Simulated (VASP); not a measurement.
Crystal: Ge.

```
CELL_PARAMETERS angstrom
2.97596 0.00000 0.00000
-1.48798 2.57726 0.00000
0.00000 0.00000 5.05350
ATOMIC_POSITIONS crystal
Ge 0.33333 0.66667 0.25000
Ge 0.66667 0.33333 0.75000
```

This isn't the form of Ge at room conditions, which is diamond.

Base run:

```yaml
Program: VASP 6.6.1
Functional: PBE
Potentials_or_basis: VASP PAW PBE potentials, release 64 (Ge_d)
Cutoff: 520 eV
k_mesh: 15 × 15 × 8
Occupations: fermi-dirac, width 0.05 eV
Spin: no spin polarisation
```

Its results: band gap on the k mesh zero (bands 14 and 15 overlap by 10.03 eV); pressure 0.0 GPa.

**Question.** The run is repeated on the same cell with these changes: occupations from fermi-dirac, width 0.05 eV to tetrahedron. What comes out?

**Answer.** Band gap on the k mesh zero (bands 14 and 15 overlap by 10.03 eV); pressure 0.6 GPa.
